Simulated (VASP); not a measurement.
# Si (Cmc2_1) in VASP: notebook, part 2 of 2

VASP 6.6.1.

## 3. Single point, LDA (atoms displaced along a vibrational mode)

Contents of INCAR:

```
PREC = Accurate
ENCUT = 520
EDIFF = 1E-6
ISMEAR = 0
SIGMA = 0.03
LREAL = F
LASPH = T
NELM = 60
ALGO = Normal
ISIF = 2
LWAVE = F
LCHARG = F
NBANDS = 26
```

Contents of KPOINTS:

```
Automatic mesh
0
Gamma
  10 6 6
```

Contents of POSCAR:

```
Si
1.0
   -3.8019755419      0.0000000000      0.0000000000
    0.0000000000      0.0000000000     -6.2891200223
    0.0000000000     -6.5852148077      0.0000000000
Si
8
Direct
    0.5000000000      0.9369667109      0.1856485836
    1.0000000000      0.9369667109      0.6856485836
    1.0000000000      0.4369667109      0.3143514164
    0.5000000000      0.4369667109      0.8143514164
    0.5000000000      0.5630332891      0.1476847498
    1.0000000000      0.5630332891      0.6476847498
    1.0000000000      0.0630332891      0.3523152502
    0.5000000000      0.0630332891      0.8523152502
```

Potentials or basis: VASP PAW LDA potentials, release 64 (Si).

Run with:

```console
$ cat potpaw_LDA.64/Si/POTCAR > POTCAR
$ mpirun -np 1 vasp_std > vasp.out
```

OUTCAR:

```text
PREC = Accurate
   ENCUT = 520
   EDIFF = 1E-6
   ISMEAR = 0
   LREAL = F
   LASPH = T
   NELM = 60
   ISIF = 2

 ion  position               nearest neighbor table
   1  0.500  0.937  0.186-   7 2.33   7 2.33   8 2.33   5 2.36
   2  0.000  0.937  0.686-   8 2.33   8 2.33   7 2.33   6 2.36
   3  0.000  0.437  0.314-   5 2.33   5 2.33   6 2.33   7 2.36
   4  0.500  0.437  0.814-   6 2.33   6 2.33   5 2.33   8 2.36
   5  0.500  0.563  0.148-   3 2.33   3 2.33   4 2.33   1 2.36
   6  0.000  0.563  0.648-   4 2.33   4 2.33   3 2.33   2 2.36
   7  0.000  0.063  0.352-   1 2.33   1 2.33   2 2.33   3 2.36
   8  0.500  0.063  0.852-   2 2.33   2 2.33   1 2.33   4 2.36
[... 925 lines left out ...]
  Total        0.1372938     -0.1366043     -0.7929768      0.0000000      0.0000000      0.0000000
  in kB        1.3969869     -1.3899709     -8.0686689      0.0000000      0.0000000      0.0000000
  external PRESSURE =      -2.6872176 kB  Pullay stress =       0.0000000 kB

 VOLUME and BASIS-vectors are now :
 -----------------------------------------------------------------------------
  energy-cutoff  :      520.00
  volume of cell :      157.46
      direct lattice vectors                 reciprocal lattice vectors
    -3.801975542  0.000000000  0.000000000    -0.263021155  0.000000000  0.000000000
     0.000000000  0.000000000 -6.289120022     0.000000000  0.000000000 -0.159004757
     0.000000000 -6.585214808  0.000000000     0.000000000 -0.151855335  0.000000000

 POSITION                                       TOTAL-FORCE (eV/Angst)
 -----------------------------------------------------------------------------------
     -1.90099     -1.22254     -5.89270        -0.000000      0.124671      0.086913
      0.00000     -4.51514     -5.89270        -0.000000      0.124671      0.086913
      0.00000     -2.07007     -2.74814        -0.000000     -0.124671      0.086913
     -1.90099     -5.36268     -2.74814         0.000000     -0.124671      0.086913
     -1.90099     -0.97254     -3.54098        -0.000000     -0.135241     -0.086913
      0.00000     -4.26514     -3.54098        -0.000000     -0.135241     -0.086913
      0.00000     -2.32007     -0.39642        -0.000000      0.135241     -0.086913
     -1.90099     -5.61268     -0.39642        -0.000000      0.135241     -0.086913
 -----------------------------------------------------------------------------------
    total drift:                                0.000000     -0.000000      0.000011

  FREE ENERGIE OF THE ION-ELECTRON SYSTEM (eV)
  ---------------------------------------------------
  free  energy   TOTEN  =       -47.5383729006 eV

  energy  without entropy=      -47.5383729006  energy(sigma->0) =      -47.53837290
```

stdout:

```text
POSCAR found type information on POSCAR Si
 POSCAR found :  1 types and       8 ions
 scaLAPACK will be used
 LDA part: xc-table for (Slater(with rela. corr.)+CA(PZ))
 , standard interpolation
 POSCAR, INCAR and KPOINTS ok, starting setup
 FFT: planning ... GRIDC
 FFT: planning ... GRID_SOFT
 FFT: planning ... GRID
 WAVECAR not read
 entering main loop
```

Run time: 6.6 min. Hardware: 1 thread of Oxide Virtual Turin-like, shared host; peak memory 0.34 GiB.

What came out:

```
Free energy            : -47.5384 eV
Pressure               : -0.3 GPa
Largest force          : 0.161 eV/Å
Band gap on the k mesh : 0.31 eV
```

Forces in eV/Å, atoms in the order of the input:
```
Si   0.000  0.125  0.087
Si   0.000  0.125  0.087
Si   0.000 -0.125  0.087
Si   0.000 -0.125  0.087
Si   0.000 -0.135 -0.087
Si   0.000 -0.135 -0.087
Si   0.000  0.135 -0.087
Si   0.000  0.135 -0.087
```

Stress tensor (GPa, compression positive):
```
 0.14  0.00  0.00
 0.00 -0.14  0.00
 0.00  0.00 -0.81
```

Caveat: the cell differs from its parent crystal (atoms displaced along a vibrational mode); semilocal functionals underestimate gaps, and a narrow one can read as zero. A k mesh can miss the band edges.

## 4. Single point, LDA (atoms displaced along a vibrational mode)

Contents of INCAR:

```
SYSTEM = Si
PREC     = Accurate       ! precision mode
ENCUT    = 520            ! plane-wave cutoff, eV
EDIFF    = 1E-6           ! SCF threshold, eV
ISMEAR   = 0              ! smearing method
SIGMA    = 0.03           ! smearing width, eV
LREAL    = .FALSE.        ! projectors in reciprocal space
LASPH    = .TRUE.         ! aspherical terms in the spheres
NELM     = 100            ! most SCF steps
ALGO     = Normal         ! electronic algorithm
ISIF     = 2              ! what is computed and relaxed
LWAVE    = .FALSE.        ! write WAVECAR
LCHARG   = .FALSE.        ! write CHGCAR
GGA      = CA             ! functional
NBANDS   = 26             ! bands
```

Contents of KPOINTS:

```
Automatic mesh
0
G
  10 6 6
  0 0 0
```

Contents of POSCAR:

```
Si
1.0
   -3.8019755419      0.0000000000      0.0000000000
    0.0000000000      0.0000000000     -6.2891200223
    0.0000000000     -6.5852148077      0.0000000000
Si
8
Direct
    0.5000000000      0.9369667109      0.1362955997
    1.0000000000      0.9369667109      0.6362955997
    1.0000000000      0.4369667109      0.3637044003
    0.5000000000      0.4369667109      0.8637044003
    0.5000000000      0.5630332891      0.1970377337
    1.0000000000      0.5630332891      0.6970377337
    1.0000000000      0.0630332891      0.3029622663
    0.5000000000      0.0630332891      0.8029622663
```

Run with:

```console
$ cat potpaw_LDA.64/Si/POTCAR > POTCAR
$ mpirun -np 1 vasp_std > vasp.out
```

Run time: 2.6 min. Hardware: 1 thread of Oxide Virtual Turin-like, shared host; peak memory 0.34 GiB.

Results (log left out):

```yaml
Free_energy: -47.4307 eV
Pressure: -0.7 GPa
Largest_force: 0.319 eV/Å
Band_gap_on_the_k_mesh: 0.37 eV
```

Forces on the atoms (eV/Å):
```
Si   0.000 -0.244  0.205
Si   0.000 -0.244  0.205
Si   0.000  0.244  0.205
Si   0.000  0.244  0.205
Si   0.000  0.221 -0.205
Si   0.000  0.221 -0.205
Si   0.000 -0.221 -0.205
Si   0.000 -0.221 -0.205
```

Stress tensor (GPa, compression positive):
```
 0.25  0.00  0.00
 0.00 -0.47  0.00
 0.00  0.00 -1.96
```

Levels at points of the mesh, in eV from the valence-band top:
```csv
k point,band 12,band 13,band 14,band 15,band 16,band 17,band 18,band 19,band 20,band 21
"(0.00, 0.00, 0.00)",-1.39,-1.39,-0.23,-0.14,0.00,0.37,1.36,2.16,2.23,2.29
"(0.50, 0.00, 0.00)",-4.42,-2.81,-2.81,-2.49,-2.49,1.18,1.18,3.82,3.82,4.25
"(0.00, 0.50, 0.00)",-2.33,-0.86,-0.86,-0.84,-0.84,0.84,0.84,1.59,1.59,1.87
"(0.50, 0.50, 0.00)",-3.98,-2.13,-2.13,-2.13,-2.13,1.82,1.82,1.82,1.82,3.86
"(0.00, 0.00, 0.50)",-2.41,-1.24,-1.24,-0.83,-0.83,1.05,1.05,2.79,2.79,3.04
"(0.50, 0.00, 0.50)",-2.97,-2.91,-2.91,-1.55,-1.55,0.54,0.54,2.22,2.22,2.92
"(0.00, 0.50, 0.50)",-2.88,-1.78,-1.78,-1.78,-1.78,1.50,1.50,1.50,1.50,3.55
"(0.50, 0.50, 0.50)",-2.59,-2.11,-2.11,-2.11,-2.11,0.79,0.79,0.79,0.79,1.65
```

Caveat: the cell differs from its parent crystal (atoms displaced along a vibrational mode); semilocal functionals underestimate gaps, and a narrow one can read as zero. A k mesh can miss the band edges.

## 5. Single point, LDA (atoms displaced along a vibrational mode)

INCAR: that of step 4 with these lines changed.

```diff
@@ -12,4 +12,6 @@
 LWAVE    = .FALSE.        ! write WAVECAR
-LCHARG   = .FALSE.        ! write CHGCAR
+LCHARG   = .TRUE.         ! write CHGCAR
 GGA      = CA             ! functional
+LELF     = .TRUE.         ! ELF
+LVHAR    = .TRUE.       
 NBANDS   = 26             ! bands
```

KPOINTS is that of step 4.

Contents of POSCAR:

```
Si
1.0
   -3.8019755419      0.0000000000      0.0000000000
    0.0000000000      0.0000000000     -6.2891200223
    0.0000000000     -6.5852148077      0.0000000000
Si
8
Direct
    0.5000000000      0.9369667109      0.1894449669
    1.0000000000      0.9369667109      0.6894449669
    1.0000000000      0.4369667109      0.3105550331
    0.5000000000      0.4369667109      0.8105550331
    0.5000000000      0.5630332891      0.1438883665
    1.0000000000      0.5630332891      0.6438883665
    1.0000000000      0.0630332891      0.3561116335
    0.5000000000      0.0630332891      0.8561116335
```

Run with:

```console
$ cat potpaw_LDA.64/Si/POTCAR > POTCAR
$ mpirun -np 1 vasp_std > vasp.out
```

Wall time 2.5 min (1 thread of Oxide Virtual Turin-like, shared host); peak memory 0.34 GiB.

The run converged. Its results:

```
Free energy            : -47.5092 eV
Pressure               : -0.4 GPa
Largest force          : 0.208 eV/Å
Band gap on the k mesh : 0.33 eV
```

Forces in eV/Å, atoms in the order of the input:
```
Si   0.000  0.154  0.122
Si   0.000  0.154  0.122
Si   0.000 -0.154  0.122
Si   0.000 -0.154  0.122
Si   0.000 -0.169 -0.122
Si   0.000 -0.169 -0.122
Si   0.000  0.169 -0.122
Si   0.000  0.169 -0.122
```

Stress tensor (GPa, compression positive):
```
 0.17  0.00  0.00
 0.00 -0.23  0.00
 0.00  0.00 -1.15
```

Levels at points of the mesh, in eV from the valence-band top:
```
           k point  band 12  band 13  band 14  band 15  band 16  band 17  band 18  band 19  band 20  band 21
(0.00, 0.00, 0.00)    -1.45    -1.42    -0.24    -0.15     0.00     0.33     1.23     2.07     2.10     2.29
(0.50, 0.00, 0.00)    -4.47    -2.82    -2.82    -2.58    -2.58     1.18     1.18     3.78     3.78     4.25
(0.00, 0.50, 0.00)    -2.41    -0.90    -0.90    -0.88    -0.88     0.82     0.82     1.57     1.57     1.83
(0.50, 0.50, 0.00)    -4.00    -2.21    -2.21    -2.21    -2.21     1.79     1.79     1.79     1.79     3.90
(0.00, 0.00, 0.50)    -2.45    -1.33    -1.33    -0.85    -0.85     1.00     1.00     2.86     2.86     3.02
(0.50, 0.00, 0.50)    -3.03    -2.99    -2.99    -1.52    -1.52     0.43     0.43     2.25     2.25     2.90
(0.00, 0.50, 0.50)    -2.93    -1.82    -1.82    -1.82    -1.82     1.47     1.47     1.47     1.47     3.52
(0.50, 0.50, 0.50)    -2.59    -2.23    -2.23    -2.23    -2.23     0.79     0.79     0.79     0.79     1.61
```

Caveat: the cell differs from its parent crystal (atoms displaced along a vibrational mode); semilocal functionals underestimate gaps, and a narrow one can read as zero.

## 6. Summary

```tsv
cell	gap on the mesh (eV)	pressure (GPa)	largest force (eV/Å)
as given, atomic positions A	0.35	-0.6	0.26
as given, atomic positions B	0.31	-0.3	0.16
as given, atomic positions C	0.37	-0.7	0.32
as given, atomic positions D	0.33	-0.4	0.21
```

Alike in all rows: task single point; level LDA; potentials or basis VASP PAW LDA potentials, release 64 (Si); no spin polarisation; k mesh 10 × 6 × 6; cutoff (eV) 520; smearing gaussian 0.03 eV.

Caveats: semilocal functionals underestimate gaps, and a narrow one can read as zero.

Total energies depend on the potentials used, so only differences within one code and one set of settings carry meaning.
